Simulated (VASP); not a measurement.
A run of VASP 6.6.1:

The input INCAR:

```
SYSTEM = KBr
  ALGO = Normal
  EDIFF = 1E-6
  ENCUT = 520
  GGA = PE
  ISIF = 2
  ISMEAR = 0
  LASPH = .TRUE.
  LCHARG = .TRUE.
  LELF = .TRUE.
  LREAL = .FALSE.
  LVHAR = .TRUE.
  LWAVE = .FALSE.
  NBANDS = 15
  NELM = 80
  PREC = Accurate
  SIGMA = 0.05
```

Contents of KPOINTS:

```
k-points
0
G
  6 6 6
  0 0 0
```

The input POSCAR:

```
KBr
1.0
    0.0000000000      3.2925000000      3.2925000000
    3.2925000000      0.0000000000      3.2925000000
    3.2925000000      3.2925000000      0.0000000000
K Br
1 1
Direct
   -0.0284738041     -0.0284738041      0.0284738041
    0.5000000000      0.5000000000      0.5000000000
```

Potentials or basis: VASP PAW PBE potentials, release 64 (K_sv, Br).

Run with:

```console
$ cat potpaw_PBE.64/K_sv/POTCAR potpaw_PBE.64/Br/POTCAR > POTCAR
$ mpirun -np 1 vasp_std > vasp.out
```

Hardware: 1 thread of Intel(R) Xeon(R) 6975P-C (Granite Rapids) (shared host).

Task: Estimate the wall time of this run.

Result: Run time: 14 s on 1 thread of Intel(R) Xeon(R) 6975P-C (Granite Rapids), on a shared host, peak memory 0.22 GiB. Counts: scf iterations 13, k points 30.
